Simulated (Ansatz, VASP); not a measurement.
MgO in VASP and in Ansatz

File INCAR:

```
SYSTEM = MgO
ALGO     = Normal         ! electronic algorithm
EDIFF    = 1E-6           ! SCF threshold, eV
ENCUT    = 750            ! plane-wave cutoff, eV
GGA      = CA             ! functional
GGA_COMPAT= .FALSE.      
ISIF     = 2              ! what is computed and relaxed
ISMEAR   = 0              ! smearing method
LASPH    = .TRUE.         ! aspherical terms in the spheres
LCHARG   = .FALSE.        ! write CHGCAR
LREAL    = .FALSE.        ! projectors in reciprocal space
LWAVE    = .FALSE.        ! write WAVECAR
NBANDS   = 15             ! bands
NELM     = 120            ! most SCF steps
PREC     = Accurate       ! precision mode
SIGMA    = 0.05           ! smearing width, eV
```

KPOINTS

```
k-points
0
G
  10 10 10
  0 0 0
```

POSCAR

```
MgO
1.0
   -0.0533787500      2.1351500000      2.1351500000
    2.1351500000     -0.0533787500      2.1351500000
    2.0817712500      2.0817712500      0.0000000000
Mg O
1 1
Direct
    0.0000000000      0.0000000000      0.0000000000
    0.5000000000      0.5000000000      0.5000000000
```

Input for Ansatz:

```yaml
crystal:
  lattice:
    - [-0.05337875, 2.13515, 2.13515]
    - [2.13515, -0.05337875, 2.13515]
    - [2.08177125, 2.08177125, 0.0]
  atoms:
    - { symbol: Mg, position: [0.0, 0.0, 0.0] }
    - { symbol: O, position: [0.5, 0.5, 0.5] }
basis:
  ecutwfc: 420
kpoints:
  mp_grid: { grid: [10, 10, 10] }
hamiltonian:
  xc: lda
scf:
  occupations: { method: gaussian, width: 0.05 }
output:
  forces: true
  stress: true
  eigenvalues: true
```

Change from the starting cell: strain -0.0500 x Voigt [0, 0, 0, 0, 0, 1], atoms carried along.

Alike in both runs: task single point; functional LDA; k mesh 10 × 10 × 10; occupations gaussian, width 0.05 eV; no spin polarisation.

|  | VASP | Ansatz |
| --- | --- | --- |
| version | VASP 6.6.1 | Ansatz 0.2.0 |
| potentials or method | VASP PAW LDA potentials, release 64 (Mg_sv, O), cutoff 750 eV | scalar-relativistic, plane waves, PAW |
| valence electrons in the cell | 16 | 16 |

```tsv
	VASP	Ansatz	Ansatz less VASP
gap on the k mesh at the Fermi level (eV)	4.07	4.05	-0.014
least direct gap on the mesh (eV)	4.07	4.05	-0.014
pressure (GPa)	-11.6	-11.5	+0.16
traceless stress, the component that is largest in VASP (GPa)	7.00	7.02	+0.020
```

LDA's correlation is that of Perdew and Zunger in VASP and of Perdew and Wang (1992) in Ansatz.
